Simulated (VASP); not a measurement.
# Os (R-3m) in VASP: further runs

Runs on Os. Level: PBEsol. Tasks: single point.

Program: VASP 6.6.1. These are calculated values, not measurements. Logs are shortened: lines on timing, memory, paths and dates and some standing lists are left out, and cuts for length are marked.

### 1 The cell of the first run

It takes space group R-3m (No. 166, trigonal). The conventional cell has a = 2.818 Å, b = 2.818 Å, c = 6.419 Å, α = 90.00°, β = 90.00°, γ = 120.00°. Os (site symmetry -3m) has 12 Os at 2.69 to 2.82 Å within 3.5 Å.

### 2 Single point, PBEsol

File INCAR:

```
SYSTEM = Os
PREC = Accurate ; ENCUT = 520
EDIFF = 1E-7 ; ISMEAR = 0
SIGMA = 0.15 ; LREAL = .False.
LASPH = .True. ; NELM = 80
ALGO = Fast ; ISIF = 2
LWAVE = .False. ; LCHARG = .False.
GGA = PS ; NBANDS = 10
```

File KPOINTS:

```
Automatic mesh
0
Gamma
  24 24 24
  0 0 0
```

File POSCAR:

```
Os
1.0
   -0.0929891056      1.8996345854      1.8996345854
    1.8996345854     -0.0929891056      1.8996345854
    1.8996345854      1.8996345854     -0.0929891056
Os
1
Direct
    0.0000000000      0.0000000000      0.0000000000
```

Potentials or basis: VASP PAW PBE potentials, release 64 (Os).

Launch:

```sh
cat potpaw_PBE.64/Os/POTCAR > POTCAR
mpirun -np 1 vasp_std > vasp.out
```

OUTCAR:

```text
SYSTEM = Os
   PREC = Accurate
   ENCUT = 520
   EDIFF = 1E-7
   ISMEAR = 0
   LREAL = .False.
   LASPH = .True.
   NELM = 80
   ISIF = 2
   GGA = PS

 ion  position               nearest neighbor table
   1  0.000  0.000  0.000-

  LATTYP: Found a trigonal (rhomboedric) cell.
 ALAT       =     2.6880978572
 COS(alpha) =     0.4505091948

  Lattice vectors:

 A1 = (  -0.0929891056,   1.8996345854,   1.8996345854)
 A2 = (   1.8996345854,  -0.0929891056,   1.8996345854)
 A3 = (   1.8996345854,   1.8996345854,  -0.0929891056)

Analysis of symmetry for initial positions (statically):
=====================================================================
 Subroutine PRICEL returns:
 Original cell was already a primitive cell.

 Routine SETGRP: Setting up the symmetry group for a
 trigonal (rhombohedral) supercell.

 Subroutine GETGRP returns: Found 12 space group operations
 (whereof 12 operations were pure point group operations)
 out of a pool of 12 trial point group operations.

The static configuration has the point symmetry D_3d.

Analysis of symmetry for dynamics (positions and initial velocities):
=====================================================================
 Subroutine PRICEL returns:
 Original cell was already a primitive cell.

 Routine SETGRP: Setting up the symmetry group for a
 trigonal (rhombohedral) supercell.

 Subroutine GETGRP returns: Found 12 space group operations
 (whereof 12 operations were pure point group operations)
 out of a pool of 12 trial point group operations.

The dynamic configuration has the point symmetry D_3d.

 Subroutine INISYM returns: Found 12 space group operations
 (whereof 12 operations are pure point group operations),
 and found     1 'primitive' translations

----------------------------------------------------------------------------------------

                                     Primitive cell

  volume of cell :      14.7160

  direct lattice vectors                    reciprocal lattice vectors
    -0.092989106  1.899634585  1.899634585    -0.244629831  0.257221072  0.257221072
     1.899634585 -0.092989106  1.899634585     0.257221072 -0.244629831  0.257221072
     1.899634585  1.899634585 -0.092989106     0.257221072  0.257221072 -0.244629831

  length of vectors
     2.688097857  2.688097857  2.688097857     0.438370978  0.438370978  0.438370978

  position of ions in fractional coordinates (direct lattice)
     0.000000000  0.000000000  0.000000000

  ion indices of the primitive-cell ions
   primitive index   ion index
                 1           1

----------------------------------------------------------------------------------------

 KPOINTS: Automatic mesh

Automatic generation of k-mesh.
 Grid dimensions read from file:
 generate k-points for:   24   24   24

 Generating k-lattice:

  Cartesian coordinates                     Fractional coordinates (reciprocal lattice)
    -0.010192910  0.010717545  0.010717545     0.041666667  0.000000000  0.000000000
     0.010717545 -0.010192910  0.010717545     0.000000000  0.041666667  0.000000000
     0.010717545  0.010717545 -0.010192910     0.000000000  0.000000000  0.041666667

  Length of vectors
     0.018265457  0.018265457  0.018265457

  Shift w.r.t. Gamma in fractional coordinates (k-lattice)
     0.000000000  0.000000000  0.000000000

 Subroutine IBZKPT returns following result:
 ===========================================

 Found   1313 irreducible k-points:

 Following reciprocal coordinates:
            Coordinates               Weight
  0.000000  0.000000  0.000000      1.000000
  0.041667  0.000000 -0.000000      6.000000
  0.083333  0.000000  0.000000      6.000000
  0.125000  0.000000  0.000000      6.000000
  0.166667  0.000000 -0.000000      6.000000
  0.208333 -0.000000 -0.000000      6.000000
[... 16 lines left out ...]
  0.416667  0.041667 -0.000000     12.000000
  0.458333  0.041667 -0.000000     12.000000
 [... further k-points ...]
   k-points           NKPTS =   1313   k-points in BZ     NKDIM =   1313   number of bands    NBANDS=     10
   number of dos      NEDOS =    301   number of ions     NIONS =      1
   total plane-waves  NPLWV =   8000
   dimension x,y,z NGX =    20 NGY =   20 NGZ =   20
   dimension x,y,z NGXF=    40 NGYF=   40 NGZF=   40
   ions per type =               1
   NGX,Y,Z   is equivalent  to a cutoff of  12.37, 12.37, 12.37 a.u.
   NGXF,Y,Z  is equivalent  to a cutoff of  24.74, 24.74, 24.74 a.u.
 SYSTEM =  Os
   PREC   = accura    normal or accurate (medium, high low for compatibility)
   ISTART =      0    job   : 0-new  1-cont  2-samecut
   ICHARG =      2    charge: 1-file 2-atom 10-const
   ISPIN  =      1    spin polarized calculation?
   LNONCOLLINEAR =      F non collinear calculations
   LSORBIT =      F    spin-orbit coupling
   LASPH  =      T    aspherical Exc in radial PAW
   ENCUT  =  520.0 eV  38.22 Ry    6.18 a.u.   5.00  5.00  5.00*2*pi/ulx,y,z
   NELM   =     80;   NELMIN=  2; NELMDL= -5     # of ELM steps
   EDIFF  = 0.1E-06   stopping-criterion for ELM
   LREAL  =      F    real-space projection
   EDIFFG = 0.1E-05   stopping-criterion for IOM
   NSW    =      0    number of steps for IOM
   IBRION =     -1    ionic relax: 0-MD 1-quasi-New 2-CG
   NFREE  =      0    steps in history (QN), initial steepest desc. (CG)
   ISIF   =      2    stress and relaxation
   ISYM   =      2    0-nonsym 1-usesym 2-fastsym
   POTIM  = 0.5000    time-step for ionic-motion
   TEBEG  =    0.0;   TEEND  =   0.0 temperature during run
   PSTRESS=    0.0 pullay stress
   NELECT =       8.0000    total number of electrons
   NUPDOWN=      -1.0000    fix difference up-down
   EMIN   =  10.00;   EMAX   =-10.00  energy-range for DOS
   EFERMI =   0.00;   METHOD = LEGACY
   ISMEAR =     0;   SIGMA  =   0.15  broadening in eV -4-tet -1-fermi 0-gaus
   EFERMI_NEDOS =   21; number of points for ismear=-14 and -15
   IALGO  =     68    algorithm
   IMIX   =      4    mixing-type and parameters
     AMIX     =   0.40;   BMIX     =  1.00
     AMIX_MAG =   1.60;   BMIX_MAG =  1.00
  volume/ion in A,a.u.               =      14.72        99.31
  Fermi-wavevector in a.u.,A,eV,Ry     =   1.336109  2.524880 24.288947  1.785187
  Thomas-Fermi vector in A             =   2.464761
   LORBIT       =      0    0 simple, 1 ext, 2 COOP (PROOUT), +10 PAW based schemes
   GGA     = PS    functional components
   LHFCALC =     F    Hartree Fock is set to
   AEXX    =    0.0000 exact exchange contribution
   IVDW    =     0    specifies the selected vdW correction
   LEPSILON=     F    determine dielectric tensor
   LRPA    =     F    only Hartree local field effects (RPA)
 non-spin polarized calculation
 RMM-DIIS sequential band-by-band and
 Gauss-broadening in eV      SIGMA  =   0.15
  energy-cutoff  :      520.00
  volume of cell :       14.72
 maximum number of plane-waves:       413
   NGX =  9   NGY =  9   NGZ =  9

 number of electron       8.0000000 magnetization

 Free energy of the ion-electron system (eV)
  ---------------------------------------------------
  ext. energy  EPLUGINS =         0.00000000
  ---------------------------------------------------
  free energy    TOTEN  =       -11.96599518 eV

  energy without entropy =      -11.95682856  energy(sigma->0) =      -11.96141187

 E-fermi :   8.4619     XC(G=0): -13.8590

 val. band max:        8.4608716984   @ k =   0.1250   0.0833   0.0833
 cond. band min:       8.4641532195   @ k =   0.1250   0.0000   0.0000
 fundamental gap:      0.0032815210
 Fermi energy:         8.4618781414

 k-point     1 :       0.0000    0.0000    0.0000
  band No.  band energies     occupation
      1      -1.9783      2.00000
      2       5.1610      2.00000
      3       5.1610      2.00000
      4       6.4827      2.00000
      5       8.5752      0.28517
      6       8.5752      0.28517
      7      22.6906      0.00000
      8      27.5609      0.00000
      9      27.5609      0.00000
     10      29.8773      0.00000

 k-point     2 :       0.0417    0.0000   -0.0000
  band No.  band energies     occupation
      1      -1.9037      2.00000
      2       5.1420      2.00000
      3       5.1844      2.00000
      4       6.5002      2.00000
      5       8.5520      0.39558
      6       8.5563      0.37310
      7      22.8244      0.00000
      8      27.2418      0.00000
      9      27.7016      0.00000
     10      29.9042      0.00000

 k-point     3 :       0.0833    0.0000    0.0000
  band No.  band energies     occupation
      1      -1.6840      2.00000
      2       5.0818      2.00000
      3       5.2487      2.00000
      4       6.5585      2.00000
      5       8.4927      0.77162
      6       8.5092      0.65561
      7      23.2093      0.00000
      8      26.4396      0.00000
      9      28.1170      0.00000
     10      30.1394      0.00000

 k-point     4 :       0.1250    0.0000    0.0000
  band No.  band energies     occupation
      1      -1.3332      2.00000
      2       4.9836      2.00000
      3       5.3354      2.00000
      4       6.6584      2.00000
      5       8.4273      1.25578
      6       8.4642      0.98289
      7      23.7914      0.00000
      8      25.4332      0.00000
      9      28.7874      0.00000
     10      30.6388      0.00000
[... 222 lines left out ...]
 k-point    22 :       0.3750    0.0417    0.0000
  band No.  band energies     occupation
      1       1.0615      2.00000
      2       5.1308      2.00000
      3       5.9356      2.00000
      4       6.5309      2.00000
      5       9.4394      0.00000
      6      10.2950      0.00000
      7      19.1894      0.00000
      8      23.7541      0.00000
      9      29.6453      0.00000
     10      31.3256      0.00000

 k-point    23 :       0.4167    0.0417   -0.0000
  band No.  band energies     occupation
      1       1.1443      2.00000
      2       5.0199      2.00000
      3       6.4160      2.00000
      4       6.6535      2.00000
      5       9.8510      0.00000
      6      10.6904      0.00000
      7      18.0164      0.00000
      8      23.1756      0.00000
      9      28.7282      0.00000
     10      30.3505      0.00000

 k-point    24 :       0.4583    0.0417   -0.0000
  band No.  band energies     occupation
      1       1.1699      2.00000
      2       4.9424      2.00000
      3       6.3348      2.00000
      4       7.3107      2.00000
      5      10.1815      0.00000
      6      10.9518      0.00000
      7      17.0611      0.00000
      8      22.8042      0.00000
      9      28.0548      0.00000
     10      29.6981      0.00000

 [... further k-points ...]

------------------------ aborting loop because EDIFF is reached ----------------------------------------

  FORCE on cell =-STRESS in cart. coord.  units (eV):
  Direction    XX          YY          ZZ          XY          YZ          ZX
  --------------------------------------------------------------------------------------
  -------------------------------------------------------------------------------------
  Total       -1.6155259     -1.6155259     -1.6155259      1.2129997      1.2129997      1.2129997
  in kB     -175.8877907   -175.8877907   -175.8877907    132.0633974    132.0633974    132.0633974
  external PRESSURE =    -175.8877907 kB  Pullay stress =       0.0000000 kB

 VOLUME and BASIS-vectors are now :
 -----------------------------------------------------------------------------
  energy-cutoff  :      520.00
  volume of cell :       14.72
      direct lattice vectors                 reciprocal lattice vectors
    -0.092989106  1.899634585  1.899634585    -0.244629831  0.257221072  0.257221072
     1.899634585 -0.092989106  1.899634585     0.257221072 -0.244629831  0.257221072
     1.899634585  1.899634585 -0.092989106     0.257221072  0.257221072 -0.244629831

 POSITION                                       TOTAL-FORCE (eV/Angst)
 -----------------------------------------------------------------------------------
      0.00000      0.00000      0.00000        -0.000000     -0.000000      0.000000
 -----------------------------------------------------------------------------------
    total drift:                                0.000000      0.000000      0.000000

  FREE ENERGIE OF THE ION-ELECTRON SYSTEM (eV)
  ---------------------------------------------------
  free  energy   TOTEN  =       -11.9659951772 eV

  energy  without entropy=      -11.9568285581  energy(sigma->0) =      -11.96141187
```

Run time: 66 s. Hardware: 1 thread of Intel Xeon 6975P-C (Granite Rapids), shared host; peak memory 0.31 GiB.

Results:

```yaml
Free_energy: -11.9660 eV
Pressure: -17.6 GPa
Band_gap_on_the_k_mesh: zero (band 4 reaches 10.70 eV, above the bottom of band 5 at 7.04 eV)
```

Caveat: the PAW data sets were made with another functional, which shifts forces and pressure a little; spin-orbit coupling is left out, which moves the levels of the heavy elements.

### 3 Single point, PBEsol

This run uses another cell than the first one, of the same volume but with other edges.

File INCAR:

```
SYSTEM = Os
PREC = Accurate
ENCUT = 520
EDIFF = 1E-7
ISMEAR = 0
SIGMA = 0.15
LREAL = .False.
LASPH = .True.
NELM = 60
ALGO = Fast
ISIF = 2
LWAVE = .False.
LCHARG = .False.
GGA = PS
NBANDS = 10
```

File KPOINTS:

```
regular mesh
0
Gamma
  24 24 24
  0 0 0
```

File POSCAR:

```
Os
1.0
    0.1011060356      1.9968442025      1.9968442025
    1.9968442025      0.1011060356      1.9968442025
    1.9968442025      1.9968442025      0.1011060356
Os
1
Direct
    0.0000000000      0.0000000000      0.0000000000
```

Potentials or basis: VASP PAW PBE potentials, release 64 (Os).

Launch:

```sh
cat potpaw_PBE.64/Os/POTCAR > POTCAR
mpirun -np 1 vasp_std > vasp.out
```

Run time: 69 s. Hardware: 1 thread of Intel Xeon 6975P-C (Granite Rapids), shared host; peak memory 0.32 GiB.

The run converged. Its results:

```
Free energy            : -11.9551 eV
Pressure               : -17.1 GPa
Band gap on the k mesh : zero (band 4 reaches 10.71 eV, above the bottom of band 5 at 6.92 eV)
```

Stress tensor (GPa, compression positive):
```
-17.07 -13.95 -13.95
-13.95 -17.07 -13.95
-13.95 -13.95 -17.07
```

Levels at points of the mesh, in eV from the Fermi level:
```
           k point  band 2  band 3  band 4  band 5  band 6  band 7
(0.00, 0.00, 0.00)   -3.66   -2.52   -2.52    0.12    0.12   14.13
(0.50, 0.00, 0.00)   -3.70   -2.35    0.02    1.71    2.82    8.83
(0.50, 0.50, 0.00)   -6.48    2.00    2.23    2.77    3.12   11.02
(0.50, 0.50, 0.50)   -2.79   -2.79   -1.00    2.04    2.04    7.16
```

Caveat: the PAW data sets were made with another functional, which shifts forces and pressure a little; spin-orbit coupling is left out, which moves the levels of the heavy elements.
